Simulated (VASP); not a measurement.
# Ti (P6_3/mmc) in VASP: a series of runs

Runs on Ti. Level: PBE. Tasks: single point.

Everything below comes from runs of VASP 6.6.1. Logs are shortened: lines on timing, memory, paths and dates and some standing lists are left out, and cuts for length are marked.

**1. The cell of the first run**

It takes space group P6_3/mmc (No. 194, hexagonal). The conventional cell has a = 2.950 Å, b = 2.950 Å, c = 4.686 Å, α = 90.00°, β = 90.00°, γ = 120.00°. Ti (site symmetry -6m2) has 12 Ti at 2.90 to 2.95 Å within 3.8 Å.

**2. Single point, PBE**

Contents of INCAR:

```
PREC = Accurate
ENCUT = 520
EDIFF = 1E-6
ISMEAR = 0
SIGMA = 0.05
LREAL = F
LASPH = T
NELM = 60
ALGO = Normal
ISIF = 2
LWAVE = F
LCHARG = T
GGA = PE
LELF = T
LVHAR = T
NBANDS = 19
```

Contents of KPOINTS:

```
Automatic mesh
0
Gamma
  14 14 8
```

Contents of POSCAR:

```
Ti
1.0
    2.9499978604      0.0000000000      0.0000000000
   -1.4749989302      2.5547730882      0.0000000000
    0.0000000000      0.0000000000      4.6860000000
Ti
2
Direct
    0.3333333333      0.6666666667      0.2500000000
    0.6666666667      0.3333333333      0.7500000000
```

Potentials or basis: VASP PAW PBE potentials, release 64 (Ti_sv).

Launch:

```
$ cat potpaw_PBE.64/Ti_sv/POTCAR > POTCAR
$ mpirun -np 1 vasp_std > vasp.out
```

OUTCAR:

```text
PREC = Accurate
   ENCUT = 520
   EDIFF = 1E-6
   ISMEAR = 0
   LREAL = F
   LASPH = T
   NELM = 60
   ISIF = 2
   GGA = PE

 ion  position               nearest neighbor table
   1  0.333  0.667  0.250-   2 2.90   2 2.90   2 2.90   2 2.90   2 2.90   2 2.90
   2  0.667  0.333  0.750-   1 2.90   1 2.90   1 2.90   1 2.90   1 2.90   1 2.90

  LATTYP: Found a hexagonal cell.
 ALAT       =     2.9499978604
 C/A-ratio  =     1.5884757284

  Lattice vectors:

 A1 = (   2.9499978604,   0.0000000000,   0.0000000000)
 A2 = (  -1.4749989302,   2.5547730882,   0.0000000000)
 A3 = (   0.0000000000,   0.0000000000,   4.6860000000)

Analysis of symmetry for initial positions (statically):
=====================================================================
 Subroutine PRICEL returns:
 Original cell was already a primitive cell.

 Routine SETGRP: Setting up the symmetry group for a
 hexagonal supercell.

 Subroutine GETGRP returns: Found 24 space group operations
 (whereof 12 operations were pure point group operations)
 out of a pool of 24 trial point group operations.

The static configuration has the point symmetry D_3d.
 The point group associated with its full space group is D_6h.

Analysis of symmetry for dynamics (positions and initial velocities):
=====================================================================
 Subroutine PRICEL returns:
 Original cell was already a primitive cell.

 Routine SETGRP: Setting up the symmetry group for a
 hexagonal supercell.

 Subroutine GETGRP returns: Found 24 space group operations
 (whereof 12 operations were pure point group operations)
 out of a pool of 24 trial point group operations.

The dynamic configuration has the point symmetry D_3d.
 The point group associated with its full space group is D_6h.

 Subroutine INISYM returns: Found 24 space group operations
 (whereof 12 operations are pure point group operations),
 and found     1 'primitive' translations

----------------------------------------------------------------------------------------

                                     Primitive cell

  volume of cell :      35.3164

  direct lattice vectors                    reciprocal lattice vectors
     2.949997860  0.000000000  0.000000000     0.338983297  0.195712098  0.000000000
    -1.474998930  2.554773088  0.000000000     0.000000000  0.391424195  0.000000000
     0.000000000  0.000000000  4.686000000     0.000000000  0.000000000  0.213401622

  length of vectors
     2.949997860  2.949997860  4.686000000     0.391424195  0.391424195  0.213401622

  position of ions in fractional coordinates (direct lattice)
     0.333333333  0.666666667  0.250000000
     0.666666667  0.333333333  0.750000000

  ion indices of the primitive-cell ions
   primitive index   ion index
                 1           1
                 2           2

----------------------------------------------------------------------------------------

 KPOINTS: Automatic mesh

Automatic generation of k-mesh.
 Grid dimensions read from file:
 generate k-points for:   14   14    8

 Generating k-lattice:

  Cartesian coordinates                     Fractional coordinates (reciprocal lattice)
     0.024213093  0.013979436  0.000000000     0.071428571  0.000000000  0.000000000
     0.000000000  0.027958871  0.000000000     0.000000000  0.071428571  0.000000000
     0.000000000  0.000000000  0.026675203     0.000000000  0.000000000  0.125000000

  Length of vectors
     0.027958871  0.027958871  0.026675203

  Shift w.r.t. Gamma in fractional coordinates (k-lattice)
     0.000000000  0.000000000  0.000000000

 Subroutine IBZKPT returns following result:
 ===========================================

 Found    120 irreducible k-points:

 Following reciprocal coordinates:
            Coordinates               Weight
  0.000000  0.000000  0.000000      1.000000
  0.071429  0.000000  0.000000      6.000000
  0.142857  0.000000  0.000000      6.000000
  0.214286  0.000000  0.000000      6.000000
  0.285714  0.000000  0.000000      6.000000
  0.357143  0.000000  0.000000      6.000000
[... 16 lines left out ...]
  0.285714  0.285714  0.000000      6.000000
  0.357143  0.285714  0.000000      6.000000
 [... further k-points ...]
   k-points           NKPTS =    120   k-points in BZ     NKDIM =    120   number of bands    NBANDS=     19
   number of dos      NEDOS =    301   number of ions     NIONS =      2
   total plane-waves  NPLWV =  20736
   dimension x,y,z NGX =    24 NGY =   24 NGZ =   36
   dimension x,y,z NGXF=    48 NGYF=   48 NGZF=   72
   ions per type =               2
   NGX,Y,Z   is equivalent  to a cutoff of  13.53, 13.53, 12.77 a.u.
   NGXF,Y,Z  is equivalent  to a cutoff of  27.05, 27.05, 25.54 a.u.
 SYSTEM =  unknown system
   PREC   = accura    normal or accurate (medium, high low for compatibility)
   ISTART =      0    job   : 0-new  1-cont  2-samecut
   ICHARG =      2    charge: 1-file 2-atom 10-const
   ISPIN  =      1    spin polarized calculation?
   LNONCOLLINEAR =      F non collinear calculations
   LSORBIT =      F    spin-orbit coupling
   LASPH  =      T    aspherical Exc in radial PAW
   ENCUT  =  520.0 eV  38.22 Ry    6.18 a.u.   5.49  5.49  8.71*2*pi/ulx,y,z
   NELM   =     60;   NELMIN=  2; NELMDL= -5     # of ELM steps
   EDIFF  = 0.1E-05   stopping-criterion for ELM
   LREAL  =      F    real-space projection
   EDIFFG = 0.1E-04   stopping-criterion for IOM
   NSW    =      0    number of steps for IOM
   IBRION =     -1    ionic relax: 0-MD 1-quasi-New 2-CG
   NFREE  =      0    steps in history (QN), initial steepest desc. (CG)
   ISIF   =      2    stress and relaxation
   ISYM   =      2    0-nonsym 1-usesym 2-fastsym
   POTIM  = 0.5000    time-step for ionic-motion
   TEBEG  =    0.0;   TEEND  =   0.0 temperature during run
   PSTRESS=    0.0 pullay stress
   NELECT =      24.0000    total number of electrons
   NUPDOWN=      -1.0000    fix difference up-down
   EMIN   =  10.00;   EMAX   =-10.00  energy-range for DOS
   EFERMI =   0.00;   METHOD = LEGACY
   ISMEAR =     0;   SIGMA  =   0.05  broadening in eV -4-tet -1-fermi 0-gaus
   EFERMI_NEDOS =   21; number of points for ismear=-14 and -15
   IALGO  =     38    algorithm
   IMIX   =      4    mixing-type and parameters
     AMIX     =   0.40;   BMIX     =  1.00
     AMIX_MAG =   1.60;   BMIX_MAG =  1.00
  volume/ion in A,a.u.               =      17.66       119.16
  Fermi-wavevector in a.u.,A,eV,Ry     =   1.439306  2.719894 28.185854  2.071602
  Thomas-Fermi vector in A             =   2.558176
   LORBIT       =      0    0 simple, 1 ext, 2 COOP (PROOUT), +10 PAW based schemes
   GGA     = PE    functional components
   LHFCALC =     F    Hartree Fock is set to
   AEXX    =    0.0000 exact exchange contribution
   IVDW    =     0    specifies the selected vdW correction
   LEPSILON=     F    determine dielectric tensor
   LRPA    =     F    only Hartree local field effects (RPA)
 non-spin polarized calculation
 Gauss-broadening in eV      SIGMA  =   0.05
  energy-cutoff  :      520.00
  volume of cell :       35.32
 maximum number of plane-waves:       978
 NGX is ok and might be reduce to    24
   NGX = 11   NGY = 11   NGZ = 17

 number of electron      24.0000001 magnetization

 Free energy of the ion-electron system (eV)
  ---------------------------------------------------
  ext. energy  EPLUGINS =         0.00000000
  ---------------------------------------------------
  free energy    TOTEN  =       -15.67096533 eV

  energy without entropy =      -15.66916209  energy(sigma->0) =      -15.67006371

 E-fermi :   8.1673     XC(G=0): -11.4199

 val. band max:        8.1644728937   @ k =   0.2857   0.2857   0.3750
 cond. band min:       8.1713634302   @ k =   0.2143   0.2143   0.5000
 fundamental gap:      0.0068905365
 Fermi energy:         8.1673061523

 k-point     1 :       0.0000    0.0000    0.0000
  band No.  band energies     occupation
      1     -48.7279      2.00000
      2     -48.6015      2.00000
      3     -25.2986      2.00000
      4     -24.6822      2.00000
      5     -24.6822      2.00000
      6     -24.6320      2.00000
[... 11 lines left out ...]
     18       9.7671      0.00000
     19      11.2477      0.00000

 k-point     2 :       0.0714    0.0000    0.0000
  band No.  band energies     occupation
      1     -48.7232      2.00000
      2     -48.5996      2.00000
      3     -25.2880      2.00000
      4     -24.7041      2.00000
      5     -24.6895      2.00000
      6     -24.6364      2.00000
[... 11 lines left out ...]
     18       9.6892      0.00000
     19      11.2890      0.00000

 k-point     3 :       0.1429    0.0000    0.0000
  band No.  band energies     occupation
      1     -48.7097      2.00000
      2     -48.5944      2.00000
      3     -25.2574      2.00000
      4     -24.7657      2.00000
      5     -24.7094      2.00000
      6     -24.6737      2.00000
[... 11 lines left out ...]
     18       9.7547      0.00000
     19      11.3828      0.00000

 k-point     4 :       0.2143    0.0000    0.0000
  band No.  band energies     occupation
      1     -48.6897      2.00000
      2     -48.5876      2.00000
      3     -25.2099      2.00000
      4     -24.8555      2.00000
      5     -24.7623      2.00000
      6     -24.7373      2.00000
[... 407 lines left out ...]
     18      11.4334      0.00000
     19      12.9873      0.00000

 k-point    23 :       0.2857    0.2857    0.0000
  band No.  band energies     occupation
      1     -48.6032      2.00000
      2     -48.5800      2.00000
      3     -25.0517      2.00000
      4     -24.9749      2.00000
      5     -24.9578      2.00000
      6     -24.8998      2.00000
[... 11 lines left out ...]
     18      11.4212      0.00000
     19      13.0616      0.00000

 k-point    24 :       0.3571    0.2857    0.0000
  band No.  band energies     occupation
      1     -48.5946      2.00000
      2     -48.5844      2.00000
      3     -25.0529      2.00000
      4     -24.9448      2.00000
      5     -24.9409      2.00000
      6     -24.9220      2.00000
[... 11 lines left out ...]
     18      11.3811      0.00000
     19      13.7072      0.00000

 [... further k-points ...]

------------------------ aborting loop because EDIFF is reached ----------------------------------------

  FORCE on cell =-STRESS in cart. coord.  units (eV):
  Direction    XX          YY          ZZ          XY          YZ          ZX
  --------------------------------------------------------------------------------------
  -------------------------------------------------------------------------------------
  Total       -0.3827705     -0.3827705     -0.5028032      0.0000000      0.0000000      0.0000000
  in kB      -17.3649187    -17.3649187    -22.8103701      0.0000000      0.0000000      0.0000000
  external PRESSURE =     -19.1800691 kB  Pullay stress =       0.0000000 kB

 VOLUME and BASIS-vectors are now :
 -----------------------------------------------------------------------------
  energy-cutoff  :      520.00
  volume of cell :       35.32
      direct lattice vectors                 reciprocal lattice vectors
     2.949997860  0.000000000  0.000000000     0.338983297  0.195712098  0.000000000
    -1.474998930  2.554773088  0.000000000     0.000000000  0.391424195  0.000000000
     0.000000000  0.000000000  4.686000000     0.000000000  0.000000000  0.213401622

 POSITION                                       TOTAL-FORCE (eV/Angst)
 -----------------------------------------------------------------------------------
     -0.00000      1.70318      1.17150        -0.000000      0.000000      0.000000
      1.47500      0.85159      3.51450         0.000000      0.000000      0.000000
 -----------------------------------------------------------------------------------
    total drift:                               -0.000000      0.000000     -0.000000

  FREE ENERGIE OF THE ION-ELECTRON SYSTEM (eV)
  ---------------------------------------------------
  free  energy   TOTEN  =       -15.6709653258 eV

  energy  without entropy=      -15.6691620926  energy(sigma->0) =      -15.67006371
```

Run time: 89 s. Hardware: 1 thread of Intel Xeon 8259CL, shared host; peak memory 0.2 GiB.

Results:

* Free energy: -15.6710 eV
* Pressure: -1.9 GPa
* Band gap on the k mesh: zero (bands 12 and 13 overlap by 1.03 eV)

Levels at points of the mesh, in eV from the Fermi level:
```
           k point  band 10  band 11  band 12  band 13  band 14  band 15
(0.00, 0.00, 0.00)    -2.66     0.69     0.76     0.76     0.85     1.24
(0.50, 0.00, 0.00)    -2.11    -1.81    -0.64     0.48     0.60     1.13
(0.00, 0.00, 0.50)    -4.35     0.06     0.06     0.67     0.67     0.67
(0.50, 0.00, 0.50)    -2.50    -0.81    -0.81     1.28     1.28     1.70
```

**3. Single point, PBE**

Contents of INCAR:

```
SYSTEM = Ti
PREC = Accurate ; ENCUT = 520
EDIFF = 1E-7 ; ISMEAR = -1
SIGMA = 0.28 ; LREAL = .False.
LASPH = .True. ; NELM = 80
ALGO = Normal ; ISIF = 2
LWAVE = .False. ; LCHARG = .True.
GGA = PE ; LELF = .True.
LVHAR = .True. ; NBANDS = 19
```

Contents of KPOINTS:

```
Automatic mesh
0
Gamma
  14 14 8
  0 0 0
```

POSCAR is that of step 2.

Potentials or basis: VASP PAW PBE potentials, release 64 (Ti_sv).

Launch:

```
$ cat potpaw_PBE.64/Ti_sv/POTCAR > POTCAR
$ mpirun -np 1 vasp_std > vasp.out
```

OUTCAR:

```text
SYSTEM = Ti
   PREC = Accurate
   ENCUT = 520
   EDIFF = 1E-7
   ISMEAR = -1
   LREAL = .False.
   LASPH = .True.
   NELM = 80
   ISIF = 2
   GGA = PE

 ion  position               nearest neighbor table
   1  0.333  0.667  0.250-   2 2.90   2 2.90   2 2.90   2 2.90   2 2.90   2 2.90
   2  0.667  0.333  0.750-   1 2.90   1 2.90   1 2.90   1 2.90   1 2.90   1 2.90

  LATTYP: Found a hexagonal cell.
 ALAT       =     2.9499978604
 C/A-ratio  =     1.5884757284

  Lattice vectors:

 A1 = (   2.9499978604,   0.0000000000,   0.0000000000)
 A2 = (  -1.4749989302,   2.5547730882,   0.0000000000)
 A3 = (   0.0000000000,   0.0000000000,   4.6860000000)

Analysis of symmetry for initial positions (statically):
=====================================================================
 Subroutine PRICEL returns:
 Original cell was already a primitive cell.

 Routine SETGRP: Setting up the symmetry group for a
 hexagonal supercell.

 Subroutine GETGRP returns: Found 24 space group operations
 (whereof 12 operations were pure point group operations)
 out of a pool of 24 trial point group operations.
[... 161 lines left out ...]
  free energy    TOTEN  =       -16.02307169 eV

  energy without entropy =      -15.23915571  energy(sigma->0) =      -15.63111370

 E-fermi :   8.1031     XC(G=0): -11.4138

 val. band max:        8.0854691675   @ k =   0.1429   0.0000   0.0000
 cond. band min:       8.1094855484   @ k =   0.0714   0.0000   0.2500
 fundamental gap:      0.0240163809
 Fermi energy:         8.1030643038

 k-point     1 :       0.0000    0.0000    0.0000
  band No.  band energies     occupation
      1     -48.6498      2.00000
      2     -48.5230      2.00000
      3     -25.1954      2.00000
      4     -24.6255      2.00000
      5     -24.6255      2.00000
      6     -24.5309      2.00000
[... 505 lines left out ...]
      6     -24.8160      2.00000
[... 11 lines left out ...]
     18      11.4519      0.00001
     19      13.7406      0.00000

 [... further k-points ...]

------------------------ aborting loop because EDIFF is reached ----------------------------------------

  FORCE on cell =-STRESS in cart. coord.  units (eV):
  Direction    XX          YY          ZZ          XY          YZ          ZX
  --------------------------------------------------------------------------------------
  -------------------------------------------------------------------------------------
  Total       -0.0331450     -0.0331450      0.1272936     -0.0000000     -0.0000000      0.0000000
  in kB       -1.5036681     -1.5036681      5.7748526     -0.0000000     -0.0000000      0.0000000
  external PRESSURE =       0.9225054 kB  Pullay stress =       0.0000000 kB

 VOLUME and BASIS-vectors are now :
 -----------------------------------------------------------------------------
  energy-cutoff  :      520.00
  volume of cell :       35.32
      direct lattice vectors                 reciprocal lattice vectors
     2.949997860  0.000000000  0.000000000     0.338983297  0.195712098  0.000000000
    -1.474998930  2.554773088  0.000000000     0.000000000  0.391424195  0.000000000
     0.000000000  0.000000000  4.686000000     0.000000000  0.000000000  0.213401622

 POSITION                                       TOTAL-FORCE (eV/Angst)
 -----------------------------------------------------------------------------------
     -0.00000      1.70318      1.17150         0.000000      0.000000      0.000000
      1.47500      0.85159      3.51450        -0.000000      0.000000      0.000000
 -----------------------------------------------------------------------------------
    total drift:                               -0.000000      0.000000     -0.000000

  FREE ENERGIE OF THE ION-ELECTRON SYSTEM (eV)
  ---------------------------------------------------
  free  energy   TOTEN  =       -16.0230716919 eV

  energy  without entropy=      -15.2391557150  energy(sigma->0) =      -15.63111370
```

OSZICAR:

```text
N       E                     dE             d eps       ncg     rms          rms(c)
DAV:   1     0.265817051780E+03    0.26582E+03   -0.13002E+04  4560   0.157E+03
DAV:   2     0.124916478249E+02   -0.25333E+03   -0.24919E+03  4695   0.445E+02
DAV:   3    -0.167305661888E+02   -0.29222E+02   -0.28888E+02  8486   0.123E+02
DAV:   4    -0.179959925334E+02   -0.12654E+01   -0.12636E+01  5303   0.266E+01
DAV:   5    -0.180561778991E+02   -0.60185E-01   -0.60179E-01  6904   0.412E+00    0.115E+01
DAV:   6    -0.160126470059E+02    0.20435E+01   -0.75762E+00  5294   0.274E+01    0.281E+00
DAV:   7    -0.160050509588E+02    0.75960E-02   -0.60858E-01  6795   0.561E+00    0.201E+00
DAV:   8    -0.160303890176E+02   -0.25338E-01   -0.19110E-01  5050   0.501E+00    0.698E-01
DAV:   9    -0.160226821279E+02    0.77069E-02   -0.41439E-02  5184   0.210E+00    0.660E-02
DAV:  10    -0.160230530695E+02   -0.37094E-03   -0.29508E-03  6521   0.320E-01    0.725E-02
DAV:  11    -0.160230818261E+02   -0.28757E-04   -0.11308E-04  5930   0.706E-02    0.351E-02
DAV:  12    -0.160230703478E+02    0.11478E-04   -0.32010E-05  5436   0.501E-02    0.401E-03
DAV:  13    -0.160230708610E+02   -0.51318E-06   -0.12907E-06  5458   0.961E-03    0.212E-03
DAV:  14    -0.160230714092E+02   -0.54821E-06   -0.21140E-07  4170   0.397E-03    0.715E-04
DAV:  15    -0.160230717078E+02   -0.29859E-06   -0.21277E-08  2511   0.127E-03    0.307E-04
DAV:  16    -0.160230716919E+02    0.15859E-07   -0.98802E-09  2424   0.705E-04
   1 F= -.16023072E+02 E0= -.15631114E+02  d E =-.783916E+00
```

stdout:

```text
POSCAR found type information on POSCAR Ti
 POSCAR found :  1 types and       2 ions
 scaLAPACK will be used
 LDA part: xc-table for (Slater+PW92), standard interpolation
 POSCAR, INCAR and KPOINTS ok, starting setup
 FFT: planning ... GRIDC
 FFT: planning ... GRID_SOFT
 FFT: planning ... GRID
 WAVECAR not read
 entering main loop
```

Wall time 1.8 min (1 thread of Intel Xeon 8259CL, shared host); peak memory 0.2 GiB.

Results:

```
Free energy            : -16.0231 eV
Pressure               : 0.1 GPa
Band gap on the k mesh : zero (bands 12 and 13 overlap by 1.04 eV)
```

Caveat: so wide a smearing shifts energies and pressures.

(Continued in part 2 of 2.)

The gap in the log of VASP goes by the Fermi energy; the results here count the filled bands.